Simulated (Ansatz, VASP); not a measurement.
**Cd3HgO4 in VASP and in Ansatz**

The input INCAR:

```
ALGO = Normal
EDIFF = 1E-6
ENCUT = 600
GGA = PE
GGA_COMPAT = False
ISIF = 2
ISMEAR = 0
LASPH = True
LCHARG = False
LREAL = False
LWAVE = False
NBANDS = 62
NELM = 120
PREC = Accurate
SIGMA = 0.2
```

KPOINTS

```
k-points
0
Gamma
  6 6 6
```

The input POSCAR:

```
Cd3HgO4
1.0
    4.7745960000      0.0000000000      0.0000000000
    0.0000000000      4.7745960000      0.0000000000
   -2.3872980000     -2.3872980000      4.8805481000
Cd Hg O
3 1 4
Direct
    0.7500000000      0.2500000000      0.5000000000
    0.2500000000      0.7500000000      0.5000000000
    0.5000000000      0.5000000000      0.0000000000
    0.0000000000      0.0000000000      0.0000000000
    0.5000000000      0.0000000000      0.0000000000
    0.7399050000      0.7399050000      0.4798100000
    0.0000000000      0.5000000000      0.0000000000
    0.2600950000      0.2600950000      0.5201900000
```

Input for Ansatz:

```yaml
crystal:
  lattice:
    - [4.774596, 0.0, 0.0]
    - [0.0, 4.774596, 0.0]
    - [-2.387298, -2.387298, 4.8805481]
  atoms:
    - { symbol: Cd, position: [0.75, 0.25, 0.5] }
    - { symbol: Cd, position: [0.25, 0.75, 0.5] }
    - { symbol: Cd, position: [0.5, 0.5, 0.0] }
    - { symbol: Hg, position: [0.0, 0.0, 0.0] }
    - { symbol: O, position: [0.5, 0.0, 0.0] }
    - { symbol: O, position: [0.739905, 0.739905, 0.47981] }
    - { symbol: O, position: [0.0, 0.5, 0.0] }
    - { symbol: O, position: [0.260095, 0.260095, 0.52019] }
basis:
  ecutwfc: 420
kpoints:
  mp_grid: { grid: [6, 6, 6] }
hamiltonian:
  xc: pbe
scf:
  occupations: { method: gaussian, width: 0.2 }
  lower_state_search: "off"
output:
  forces: true
  stress: true
  eigenvalues: true
```

Alike in both runs: task single point; functional PBE; k mesh 6 × 6 × 6; occupations gaussian, width 0.2 eV; no spin polarisation.

|  | VASP | Ansatz |
| --- | --- | --- |
| version | VASP 6.6.1 | Ansatz 0.2.0 |
| potentials or method | VASP PAW PBE potentials, release 64 (Cd_sv_GW, Hg_sv_GW, O), cutoff 600 eV | scalar-relativistic, plane waves, PAW |
| valence electrons in the cell | 104 | 104 |

|  | VASP | Ansatz | Ansatz less VASP |
| --- | --- | --- | --- |
| gap on the k mesh at the Fermi level (eV) | none | none | - |
| pressure (GPa) | -0.6 | 0.0 | +0.62 |
| traceless stress, the component that is largest in VASP (GPa) | -0.07 | -0.06 | +0.009 |
| rms of the force components (eV/Å) | 0.003 | 0.003 | -0.0002 |

Atom by atom the forces differ by 0.000 eV/Å (rms over components). A gap of «none» marks a metal or a gap that the smearing closes.

Spin-orbit coupling is off throughout.
